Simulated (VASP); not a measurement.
Here is a VASP 6.6.1 calculation.

Contents of INCAR:

```
SYSTEM = Co
PREC = Accurate ; ENCUT = 520
EDIFF = 1E-7 ; ISMEAR = -1
SIGMA = 0.05 ; LREAL = .False.
LASPH = .True. ; NELM = 150
ALGO = Fast ; ISIF = 2
LWAVE = .False. ; LCHARG = .False.
ISPIN = 2 ; MAGMOM = 2 2
LORBIT = 11 ; LMAXMIX = 4
GGA = CA ; NBANDS = 20
```

Contents of KPOINTS:

```
regular mesh
0
Gamma
  12 12 7
  0 0 0
```

Contents of POSCAR:

```
Co
1.0
    2.5045299482      0.0000000000      0.0000000000
   -1.2522649741      2.1689865596      0.0000000000
    0.0000000000      0.0000000000      4.0740599388
Co
2
Direct
    0.6666666667      0.3333333333      0.7500000000
    0.3333333333      0.6666666667      0.2500000000
```

Potentials or basis: VASP PAW LDA potentials, release 64 (Co).

Launch:

```console
$ cat potpaw_LDA.64/Co/POTCAR > POTCAR
$ mpirun -np 1 vasp_std > vasp.out
```

Problem. Predict the pressure.

Solution. -22.2 GPa.

Problem. Predict the net moment.

Solution. 3.11 μB per cell.

Problem. What does it give for the site moments?

Solution. Co +1.56 μB.

Stress tensor (GPa, compression positive):
```
-21.36   0.00   0.00
  0.00 -21.36   0.00
  0.00   0.00 -23.93
```
